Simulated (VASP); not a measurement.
# BiTe (R-3m) in VASP: notebook

BiTe is run at these levels: PBE; tasks: single point.

Program: VASP 6.6.1. These are calculated values, not measurements. Logs are shortened: lines on timing, memory, paths and dates and some standing lists are left out, and cuts for length are marked.

### Step 1. The cell of the first run

Symmetry: R-3m, No. 166, trigonal system. Conventional cell: a = 5.424 Å, b = 5.424 Å, c = 7.972 Å, α = 90.00°, β = 90.00°, γ = 120.00°. Within 4.5 Å of Bi (site symmetry -3m) lie 8 Te at 3.40 to 3.99 Å and 6 Bi at 4.11 Å. Te (site symmetry -3m) has 8 Bi at 3.40 to 3.99 Å and 6 Te at 4.11 Å within 4.5 Å.

### Step 2. Single point, PBE

Input file INCAR:

```
  ALGO = Normal
  EDIFF = 1E-7
  ENCUT = 520
  GGA = PE
  ISIF = 2
  ISMEAR = 0
  LASPH = True
  LCHARG = False
  LREAL = False
  LWAVE = False
  NBANDS = 18
  NELM = 100
  PREC = Accurate
  SIGMA = 0.15
```

Input file KPOINTS:

```
k-points
0
Gamma
  14 14 14
```

Input file POSCAR:

```
BiTe
1.0
   -1.0228044302      2.8127121831      2.8127121831
    2.8127121831     -1.0228044302      2.8127121831
    2.8127121831      2.8127121831     -1.0228044302
Bi Te
1 1
Direct
    0.0000000000      0.0000000000      0.0000000000
    0.5000000000      0.5000000000      0.5000000000
```

Potentials or basis: VASP PAW PBE potentials, release 64 (Bi_d, Te).

Command:

```sh
$ cat potpaw_PBE.64/Bi_d/POTCAR potpaw_PBE.64/Te/POTCAR > POTCAR
$ mpirun -np 1 vasp_std > vasp.out
```

OUTCAR:

```text
EDIFF = 1E-7
   ENCUT = 520
   GGA = PE
   ISIF = 2
   ISMEAR = 0
   LASPH = True
   LREAL = False
   NELM = 100
   PREC = Accurate

 ion  position               nearest neighbor table
   1  0.000  0.000  0.000-   2 3.40   2 3.40   2 3.40   2 3.40   2 3.40   2 3.40
   2  0.500  0.500  0.500-   1 3.40   1 3.40   1 3.40   1 3.40   1 3.40   1 3.40

  LATTYP: Found a trigonal (rhomboedric) cell.
 ALAT       =     4.1071679479
 COS(alpha) =     0.1279069768

  Lattice vectors:

 A1 = (  -1.0228044302,   2.8127121831,   2.8127121831)
 A2 = (   2.8127121831,  -1.0228044302,   2.8127121831)
 A3 = (   2.8127121831,   2.8127121831,  -1.0228044302)

Analysis of symmetry for initial positions (statically):
=====================================================================
 Subroutine PRICEL returns:
 Original cell was already a primitive cell.

 Routine SETGRP: Setting up the symmetry group for a
 trigonal (rhombohedral) supercell.

 Subroutine GETGRP returns: Found 12 space group operations
 (whereof 12 operations were pure point group operations)
 out of a pool of 12 trial point group operations.

The static configuration has the point symmetry D_3d.

Analysis of symmetry for dynamics (positions and initial velocities):
=====================================================================
 Subroutine PRICEL returns:
 Original cell was already a primitive cell.

 Routine SETGRP: Setting up the symmetry group for a
 trigonal (rhombohedral) supercell.

 Subroutine GETGRP returns: Found 12 space group operations
 (whereof 12 operations were pure point group operations)
 out of a pool of 12 trial point group operations.

The dynamic configuration has the point symmetry D_3d.

 Subroutine INISYM returns: Found 12 space group operations
 (whereof 12 operations are pure point group operations),
 and found     1 'primitive' translations

----------------------------------------------------------------------------------------

                                     Primitive cell

  volume of cell :      67.7100

  direct lattice vectors                    reciprocal lattice vectors
    -1.022804430  2.812712183  2.812712183    -0.101391528  0.159329544  0.159329544
     2.812712183 -1.022804430  2.812712183     0.159329544 -0.101391528  0.159329544
     2.812712183  2.812712183 -1.022804430     0.159329544  0.159329544 -0.101391528

  length of vectors
     4.107167948  4.107167948  4.107167948     0.247087128  0.247087128  0.247087128

  position of ions in fractional coordinates (direct lattice)
     0.000000000  0.000000000  0.000000000
     0.500000000  0.500000000  0.500000000

  ion indices of the primitive-cell ions
   primitive index   ion index
                 1           1
                 2           2

----------------------------------------------------------------------------------------

 KPOINTS: k-points

Automatic generation of k-mesh.
 Grid dimensions read from file:
 generate k-points for:   14   14   14

 Generating k-lattice:

  Cartesian coordinates                     Fractional coordinates (reciprocal lattice)
    -0.007242252  0.011380682  0.011380682     0.071428571  0.000000000  0.000000000
     0.011380682 -0.007242252  0.011380682     0.000000000  0.071428571  0.000000000
     0.011380682  0.011380682 -0.007242252     0.000000000  0.000000000  0.071428571

  Length of vectors
     0.017649081  0.017649081  0.017649081

  Shift w.r.t. Gamma in fractional coordinates (k-lattice)
     0.000000000  0.000000000  0.000000000

 Subroutine IBZKPT returns following result:
 ===========================================

 Found    288 irreducible k-points:

 Following reciprocal coordinates:
            Coordinates               Weight
  0.000000  0.000000  0.000000      1.000000
  0.071429  0.000000  0.000000      6.000000
  0.142857  0.000000  0.000000      6.000000
  0.214286 -0.000000 -0.000000      6.000000
  0.285714 -0.000000 -0.000000      6.000000
  0.357143  0.000000  0.000000      6.000000
[... 16 lines left out ...]
  0.214286  0.142857  0.000000     12.000000
  0.285714  0.142857  0.000000     12.000000
 [... further k-points ...]
   k-points           NKPTS =    288   k-points in BZ     NKDIM =    288   number of bands    NBANDS=     18
   number of dos      NEDOS =    301   number of ions     NIONS =      2
   total plane-waves  NPLWV =  32768
   dimension x,y,z NGX =    32 NGY =   32 NGZ =   32
   dimension x,y,z NGXF=    64 NGYF=   64 NGZF=   64
   ions per type =               1   1
   NGX,Y,Z   is equivalent  to a cutoff of  12.95, 12.95, 12.95 a.u.
   NGXF,Y,Z  is equivalent  to a cutoff of  25.91, 25.91, 25.91 a.u.
 SYSTEM =  unknown system
   PREC   = accura    normal or accurate (medium, high low for compatibility)
   ISTART =      0    job   : 0-new  1-cont  2-samecut
   ICHARG =      2    charge: 1-file 2-atom 10-const
   ISPIN  =      1    spin polarized calculation?
   LNONCOLLINEAR =      F non collinear calculations
   LSORBIT =      F    spin-orbit coupling
   LASPH  =      T    aspherical Exc in radial PAW
   ENCUT  =  520.0 eV  38.22 Ry    6.18 a.u.   7.64  7.64  7.64*2*pi/ulx,y,z
   NELM   =    100;   NELMIN=  2; NELMDL= -5     # of ELM steps
   EDIFF  = 0.1E-06   stopping-criterion for ELM
   LREAL  =      F    real-space projection
   EDIFFG = 0.1E-05   stopping-criterion for IOM
   NSW    =      0    number of steps for IOM
   IBRION =     -1    ionic relax: 0-MD 1-quasi-New 2-CG
   NFREE  =      0    steps in history (QN), initial steepest desc. (CG)
   ISIF   =      2    stress and relaxation
   ISYM   =      2    0-nonsym 1-usesym 2-fastsym
   POTIM  = 0.5000    time-step for ionic-motion
   TEBEG  =    0.0;   TEEND  =   0.0 temperature during run
   PSTRESS=    0.0 pullay stress
   NELECT =      21.0000    total number of electrons
   NUPDOWN=      -1.0000    fix difference up-down
   EMIN   =  10.00;   EMAX   =-10.00  energy-range for DOS
   EFERMI =   0.00;   METHOD = LEGACY
   ISMEAR =     0;   SIGMA  =   0.15  broadening in eV -4-tet -1-fermi 0-gaus
   EFERMI_NEDOS =   21; number of points for ismear=-14 and -15
   IALGO  =     38    algorithm
   IMIX   =      4    mixing-type and parameters
     AMIX     =   0.40;   BMIX     =  1.00
     AMIX_MAG =   1.60;   BMIX_MAG =  1.00
  volume/ion in A,a.u.               =      33.86       228.46
  Fermi-wavevector in a.u.,A,eV,Ry     =   1.108146  2.094092 16.707785  1.227988
  Thomas-Fermi vector in A             =   2.244669
   LORBIT       =      0    0 simple, 1 ext, 2 COOP (PROOUT), +10 PAW based schemes
   GGA     = PE    functional components
   LHFCALC =     F    Hartree Fock is set to
   AEXX    =    0.0000 exact exchange contribution
   IVDW    =     0    specifies the selected vdW correction
   LEPSILON=     F    determine dielectric tensor
   LRPA    =     F    only Hartree local field effects (RPA)
 non-spin polarized calculation
 Gauss-broadening in eV      SIGMA  =   0.15
  energy-cutoff  :      520.00
  volume of cell :       67.71
 maximum number of plane-waves:      1838
   NGX = 15   NGY = 15   NGZ = 15

 number of electron      21.0000007 magnetization

 Free energy of the ion-electron system (eV)
  ---------------------------------------------------
  ext. energy  EPLUGINS =         0.00000000
  ---------------------------------------------------
  free energy    TOTEN  =        -6.87886554 eV

  energy without entropy =       -6.86207122  energy(sigma->0) =       -6.87046838

 E-fermi :   6.4471     XC(G=0):  -9.5682

 val. band max:        6.4470244374   @ k =   0.2857   0.2143   0.0000
 cond. band min:       6.4525093973   @ k =  -0.0714   0.4286   0.0714
 fundamental gap:      0.0054849599
 Fermi energy:         6.4471190822

 k-point     1 :       0.0000    0.0000    0.0000
  band No.  band energies     occupation
      1     -16.8659      2.00000
      2     -16.8659      2.00000
      3     -16.8401      2.00000
      4     -16.8401      2.00000
      5     -16.8349      2.00000
      6      -6.5886      2.00000
[... 10 lines left out ...]
     17      15.1797      0.00000
     18      15.1797      0.00000

 k-point     2 :       0.0714    0.0000    0.0000
  band No.  band energies     occupation
      1     -16.8658      2.00000
      2     -16.8647      2.00000
      3     -16.8405      2.00000
      4     -16.8402      2.00000
      5     -16.8351      2.00000
      6      -6.5488      2.00000
[... 10 lines left out ...]
     17      15.2684      0.00000
     18      15.3262      0.00000

 k-point     3 :       0.1429    0.0000    0.0000
  band No.  band energies     occupation
      1     -16.8657      2.00000
      2     -16.8613      2.00000
      3     -16.8416      2.00000
      4     -16.8404      2.00000
      5     -16.8355      2.00000
      6      -6.4297      2.00000
[... 10 lines left out ...]
     17      15.4877      0.00000
     18      15.6022      0.00000

 k-point     4 :       0.2143   -0.0000   -0.0000
  band No.  band energies     occupation
      1     -16.8656      2.00000
      2     -16.8566      2.00000
      3     -16.8432      2.00000
      4     -16.8408      2.00000
      5     -16.8361      2.00000
      6      -6.2332      2.00000
[... 10 lines left out ...]
     17      15.2842      0.00000
     18      15.6118      0.00000

 k-point     5 :       0.2857   -0.0000   -0.0000
  band No.  band energies     occupation
      1     -16.8654      2.00000
      2     -16.8517      2.00000
      3     -16.8450      2.00000
      4     -16.8410      2.00000
      5     -16.8364      2.00000
      6      -5.9629      2.00000
[... 10 lines left out ...]
     17      14.7344      0.00000
     18      15.9342      0.00000

 k-point     6 :       0.3571    0.0000    0.0000
  band No.  band energies     occupation
      1     -16.8653      2.00000
      2     -16.8484      2.00000
      3     -16.8466      2.00000
      4     -16.8405      2.00000
      5     -16.8365      2.00000
      6      -5.6242      2.00000
[... 10 lines left out ...]
     17      14.6237      0.00000
     18      16.0213      0.00000

 k-point     7 :       0.4286   -0.0000   -0.0000
  band No.  band energies     occupation
      1     -16.8652      2.00000
      2     -16.8477      2.00000
      3     -16.8472      2.00000
      4     -16.8393      2.00000
      5     -16.8363      2.00000
      6      -5.2257      2.00000
[... 10 lines left out ...]
     17      14.9495      0.00000
     18      16.6573      0.00000

 k-point     8 :       0.5000   -0.0000   -0.0000
  band No.  band energies     occupation
      1     -16.8651      2.00000
      2     -16.8481      2.00000
      3     -16.8470      2.00000
      4     -16.8388      2.00000
      5     -16.8360      2.00000
      6      -4.8010      2.00000
[... 10 lines left out ...]
     17      14.9754      0.00000
     18      17.3806      0.00000
[... 229 lines left out ...]
     17      15.1590      0.00000
     18      15.9831      0.00000

 k-point    20 :      -0.1429    0.0714    0.0000
  band No.  band energies     occupation
      1     -16.8648      2.00000
      2     -16.8609      2.00000
      3     -16.8417      2.00000
      4     -16.8408      2.00000
      5     -16.8357      2.00000
      6      -6.3667      2.00000
[... 10 lines left out ...]
     17      15.3499      0.00000
     18      15.9021      0.00000

 k-point    21 :      -0.0714    0.0714    0.0000
  band No.  band energies     occupation
      1     -16.8652      2.00000
      2     -16.8640      2.00000
      3     -16.8407      2.00000
      4     -16.8405      2.00000
      5     -16.8352      2.00000
      6      -6.4972      2.00000
[... 10 lines left out ...]
     17      15.3349      0.00000
     18      15.6040      0.00000

 k-point    22 :       0.1429    0.1429    0.0000
  band No.  band energies     occupation
      1     -16.8634      2.00000
      2     -16.8588      2.00000
      3     -16.8429      2.00000
      4     -16.8410      2.00000
      5     -16.8364      2.00000
      6      -6.3208      2.00000
[... 10 lines left out ...]
     17      14.9728      0.00000
     18      15.5818      0.00000

 k-point    23 :       0.2143    0.1429    0.0000
  band No.  band energies     occupation
      1     -16.8627      2.00000
      2     -16.8547      2.00000
      3     -16.8445      2.00000
      4     -16.8413      2.00000
      5     -16.8370      2.00000
      6      -6.1521      2.00000
[... 10 lines left out ...]
     17      14.9710      0.00000
     18      15.1138      0.00000

 k-point    24 :       0.2857    0.1429    0.0000
  band No.  band energies     occupation
      1     -16.8623      2.00000
      2     -16.8501      2.00000
      3     -16.8462      2.00000
      4     -16.8415      2.00000
      5     -16.8374      2.00000
      6      -5.9120      2.00000
[... 10 lines left out ...]
     17      14.7090      0.00000
     18      15.1777      0.00000

 [... further k-points ...]
[... 5 lines left out ...]
  --------------------------------------------------------------------------------------
  -------------------------------------------------------------------------------------
  Total       -1.6693147     -1.6693147     -1.6693147      0.4679070      0.4679070      0.4679070
  in kB      -39.4998957    -39.4998957    -39.4998957     11.0717755     11.0717755     11.0717755
  external PRESSURE =     -39.4998957 kB  Pullay stress =       0.0000000 kB

 VOLUME and BASIS-vectors are now :
 -----------------------------------------------------------------------------
  energy-cutoff  :      520.00
  volume of cell :       67.71
      direct lattice vectors                 reciprocal lattice vectors
    -1.022804430  2.812712183  2.812712183    -0.101391528  0.159329544  0.159329544
     2.812712183 -1.022804430  2.812712183     0.159329544 -0.101391528  0.159329544
     2.812712183  2.812712183 -1.022804430     0.159329544  0.159329544 -0.101391528

 POSITION                                       TOTAL-FORCE (eV/Angst)
 -----------------------------------------------------------------------------------
      0.00000      0.00000      0.00000        -0.000000     -0.000000      0.000000
      2.30131      2.30131      2.30131         0.000000      0.000000     -0.000000
 -----------------------------------------------------------------------------------
    total drift:                                0.000000     -0.000000     -0.000000

  FREE ENERGIE OF THE ION-ELECTRON SYSTEM (eV)
  ---------------------------------------------------
  free  energy   TOTEN  =        -6.8788655449 eV

  energy  without entropy=       -6.8620712221  energy(sigma->0) =       -6.87046838
```

Wall time 8.3 min (1 thread of Intel Xeon 8259CL, shared host); peak memory 0.42 GiB.

Results:

```
Free energy            : -6.8789 eV
Pressure               : -3.9 GPa
Band gap on the k mesh : zero (an odd number of electrons rules out a gap without spin polarisation)
```

Stress tensor (GPa, compression positive):
```
-3.95  1.11  1.11
 1.11 -3.95  1.11
 1.11  1.11 -3.95
```

Caveat: the cell stands under tension; spin-orbit coupling is left out, which moves the levels of the heavy elements.

(Continued in part 2 of 2.)
